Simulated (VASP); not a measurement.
# Sc4AlAs (F-43m) in VASP: notebook, part 2 of 2

VASP 6.6.1. The steps go on from the part before.

### Step 3. Single point, PBE

This run uses another cell than the first one, of 21.91 Å³/atom, 1.175 times its volume.

Input file INCAR:

```
PREC = Accurate
ENCUT = 520
EDIFF = 1E-6
ISMEAR = 0
SIGMA = 0.1
LREAL = False
LASPH = True
NELM = 80
ALGO = Normal
ISIF = 2
LWAVE = False
LCHARG = True
GGA = PE
LELF = True
LVHAR = True
NBANDS = 35
```

Input file KPOINTS:

```
regular mesh
0
Gamma
  4 4 4
```

Input file POSCAR:

```
Sc4AlAs
1.0
    0.0000000000      4.0357211031      4.0357211031
    4.0357211031      0.0000000000      4.0357211031
    4.0357211031      4.0357211031      0.0000000000
Sc Al As
4 1 1
Direct
    0.8729173404      0.3756942199      0.3756942199
    0.3756942199      0.3756942199      0.3756942199
    0.3756942199      0.8729173404      0.3756942199
    0.3756942199      0.3756942199      0.8729173404
    0.7500000000      0.7500000000      0.7500000000
    0.0000000000      0.0000000000      0.0000000000
```

Potentials or basis: VASP PAW PBE potentials, release 64 (Sc_sv, Al, As).

The run is started by

```bash
> cat potpaw_PBE.64/Sc_sv/POTCAR potpaw_PBE.64/Al/POTCAR potpaw_PBE.64/As/POTCAR > POTCAR
> mpirun -np 1 vasp_std > vasp.out
```

Wall time 2 min (1 thread of Oxide Virtual Turin-like, shared host); peak memory 0.23 GiB.

Results (log left out):

- Free energy: -32.6025 eV
- Pressure: 0.3 GPa
- Largest force: 0.017 eV/Å
- Band gap on the k mesh: zero (band 26 reaches 4.82 eV, above the bottom of band 27 at 4.30 eV)

Forces on the atoms (eV/Å):
```
Sc   0.010 -0.010 -0.010
Sc   0.010  0.010  0.010
Sc  -0.010  0.010 -0.010
Sc  -0.010 -0.010  0.010
Al   0.000  0.000  0.000
As   0.000  0.000  0.000
```

Levels at points of the mesh, in eV from the Fermi level:
| k point | band 22 | band 23 | band 24 | band 25 | band 26 | band 27 | band 28 | band 29 | band 30 | band 31 |
| --- | --- | --- | --- | --- | --- | --- | --- | --- | --- | --- |
| (0.00, 0.00, 0.00) | -2.77 | -1.06 | -1.06 | -1.06 | -0.39 | -0.39 | -0.39 | 0.29 | 0.29 | 2.35 |
| (0.50, 0.00, 0.00) | -1.56 | -1.09 | -1.09 | -0.06 | -0.06 | -0.02 | 0.27 | 0.92 | 1.13 | 1.13 |
| (0.50, 0.50, 0.00) | -2.37 | -0.65 | -0.61 | -0.61 | -0.30 | 0.38 | 0.52 | 1.16 | 1.16 | 1.34 |

### Step 4. Single point, PBE

This run uses another cell than the first one, of 22.17 Å³/atom, 1.189 times its volume.

Input file INCAR:

```
SYSTEM = Sc4AlAs
ALGO = Fast
EDIFF = 1E-7
ENCUT = 520
GGA = PE
ISIF = 2
ISMEAR = 0
LASPH = .True.
LCHARG = .False.
LREAL = .False.
LWAVE = .False.
NBANDS = 35
NELM = 80
PREC = Accurate
SIGMA = 0.1
```

Input file KPOINTS:

```
k-points
0
Gamma
  8 8 8
  0 0 0
```

Input file POSCAR:

```
Sc4AlAs
1.0
    0.0000000000      4.0518196393      4.0518196393
    4.0518196393      0.0000000000      4.0518196393
    4.0518196393      4.0518196393      0.0000000000
Sc Al As
4 1 1
Direct
    0.6243341325      0.6243341325      0.1269976025
    0.6243341325      0.1269976025      0.6243341325
    0.1269976025      0.6243341325      0.6243341325
    0.6243341325      0.6243341325      0.6243341325
    0.2500000000      0.2500000000      0.2500000000
    0.0000000000      0.0000000000      0.0000000000
```

Potentials or basis: VASP PAW PBE potentials, release 64 (Sc_sv, Al, As).

The run is started by

```bash
> cat potpaw_PBE.64/Sc_sv/POTCAR potpaw_PBE.64/Al/POTCAR potpaw_PBE.64/As/POTCAR > POTCAR
> mpirun -np 1 vasp_std > vasp.out
```

OUTCAR:

```text
SYSTEM = Sc4AlAs
   EDIFF = 1E-7
   ENCUT = 520
   GGA = PE
   ISIF = 2
   ISMEAR = 0
   LASPH = .True.
   LREAL = .False.
   NELM = 80
   PREC = Accurate

 ion  position               nearest neighbor table
   1  0.624  0.624  0.127-   2 2.85   3 2.85   4 2.85   2 2.88   3 2.88   4 2.88   5 3.36   5 3.36
                             5 3.36
   2  0.624  0.127  0.624-   1 2.85   3 2.85   4 2.85   3 2.88   1 2.88   4 2.88   5 3.36   5 3.36
                             5 3.36
   3  0.127  0.624  0.624-   1 2.85   2 2.85   4 2.85   2 2.88   1 2.88   4 2.88   5 3.36   5 3.36
                             5 3.36
   4  0.624  0.624  0.624-   1 2.85   2 2.85   3 2.85   3 2.88   2 2.88   1 2.88   5 3.36   5 3.36
                             5 3.36
   5  0.250  0.250  0.250-   2 3.36   3 3.36   1 3.36   3 3.36   1 3.36   2 3.36   4 3.36   4 3.36
                             4 3.36   1 3.36   2 3.36   3 3.36
   6  0.000  0.000  0.000-

  LATTYP: Found a face centered cubic cell.
 ALAT       =     8.1036392786

  Lattice vectors:

 A1 = (   0.0000000000,   4.0518196393,   4.0518196393)
 A2 = (   4.0518196393,   0.0000000000,   4.0518196393)
 A3 = (   4.0518196393,   4.0518196393,   0.0000000000)

Analysis of symmetry for initial positions (statically):
[... 185 lines left out ...]
 val. band max:        4.6312653267   @ k =  -0.3750   0.2500   0.0000
 cond. band min:       4.6660359198   @ k =  -0.3750   0.3750   0.0000
 fundamental gap:      0.0347705931
 Fermi energy:         4.6559311424

 k-point     1 :       0.0000    0.0000    0.0000
  band No.  band energies     occupation
      1     -44.8536      2.00000
      2     -44.6707      2.00000
      3     -44.6707      2.00000
      4     -44.6707      2.00000
      5     -24.1031      2.00000
      6     -23.6936      2.00000
[... 901 lines left out ...]
     34       6.8829      0.00000
     35       6.9237      0.00000

 [... further k-points ...]
[... 5 lines left out ...]
  --------------------------------------------------------------------------------------
  -------------------------------------------------------------------------------------
  Total        0.0230282      0.0230282      0.0230282      0.0000000      0.0000000      0.0000000
  in kB        0.2773258      0.2773258      0.2773258      0.0000000      0.0000000      0.0000000
  external PRESSURE =       0.2773258 kB  Pullay stress =       0.0000000 kB

 VOLUME and BASIS-vectors are now :
 -----------------------------------------------------------------------------
  energy-cutoff  :      520.00
  volume of cell :      133.04
      direct lattice vectors                 reciprocal lattice vectors
     0.000000000  4.051819639  4.051819639    -0.123401347  0.123401347  0.123401347
     4.051819639  0.000000000  4.051819639     0.123401347 -0.123401347  0.123401347
     4.051819639  4.051819639  0.000000000     0.123401347  0.123401347 -0.123401347

 POSITION                                       TOTAL-FORCE (eV/Angst)
 -----------------------------------------------------------------------------------
      3.04426      3.04426      5.05938         0.000098      0.000098     -0.000098
      3.04426      5.05938      3.04426         0.000098     -0.000098      0.000098
      5.05938      3.04426      3.04426        -0.000098      0.000098      0.000098
      5.05938      5.05938      5.05938        -0.000098     -0.000098     -0.000098
      2.02591      2.02591      2.02591        -0.000000      0.000000      0.000000
      0.00000      0.00000      0.00000        -0.000000      0.000000      0.000000
 -----------------------------------------------------------------------------------
    total drift:                               -0.000000     -0.000000     -0.000000

  FREE ENERGIE OF THE ION-ELECTRON SYSTEM (eV)
  ---------------------------------------------------
  free  energy   TOTEN  =       -32.5810571909 eV

  energy  without entropy=      -32.5410999124  energy(sigma->0) =      -32.56107855
```

It took 12 min on 1 thread of Oxide Virtual Turin-like, shared host; peak memory 0.35 GiB.

What came out:

* Free energy: -32.5811 eV
* Pressure: 0.0 GPa
* Band gap on the k mesh: zero (band 26 reaches 4.77 eV, above the bottom of band 27 at 4.21 eV)

### Step 5. Summary

```csv
cell,k mesh,gap on the mesh (eV),pressure (GPa),largest force (eV/Å)
"a = 5.409 Å, angles 60.0°, 6 atoms",4 × 4 × 4,none,11.3,0.78
"a = 5.707 Å, angles 60.0°, 6 atoms",4 × 4 × 4,none,0.3,0.02
"a = 5.730 Å, angles 60.0°, 6 atoms",8 × 8 × 8,none,0.0,-
```

Alike in all rows: task single point; level PBE; potentials or basis VASP PAW PBE potentials, release 64 (Sc_sv, Al, As); no spin polarisation; cutoff (eV) 520; smearing gaussian 0.1 eV.

Total energies depend on the potentials used, so only differences within one code and one set of settings carry meaning.
